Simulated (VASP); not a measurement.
HfO2, 6 atoms in the cell. The structure is tetragonal, space group P4_2/mnm (No. 136). Conventional cell: a = 4.814 Å, b = 4.814 Å, c = 3.205 Å, α = 90.00°, β = 90.00°, γ = 90.00°. Hf (site symmetry mmm) has 6 O at 2.08 Å within 2.7 Å. Within 2.7 Å of O (site symmetry m2m) lie 3 Hf at 2.08 Å and 1 O at 2.65 Å. 

- Program: VASP 6.6.1
- Task: single point
- Functional: r2SCAN
- Potentials or basis: VASP PAW PBE potentials, release 64 (Hf_pv, O)
- Cutoff: 520 eV
- k mesh: 4 × 4 × 6
- Occupations: gaussian, width 0.01 eV
- Spin: no spin polarisation
- Dipole correction: no
- Further INCAR settings: ALGO = Normal; EDIFF = 1e-06; NBANDS = 31

Potentials or basis: VASP PAW PBE potentials, release 64 (Hf_pv, O).

The run is started by

```bash
$ cat potpaw_PBE.64/Hf_pv/POTCAR potpaw_PBE.64/O/POTCAR > POTCAR
$ cp INCAR.step1 INCAR
$ mpirun -np 1 vasp_std > vasp.out
$ cp INCAR.step2 INCAR
$ mpirun -np 1 vasp_std > vasp.out
```

Hardware: 1 thread of AMD EPYC 9R45 96-Core Processor (Zen 5), on a shared host.

How long does it take, and how much memory?

Run time: 90 s on 1 thread of AMD EPYC 9R45 96-Core Processor (Zen 5), on a shared host, peak memory 0.17 GiB. Counts: k points 24.
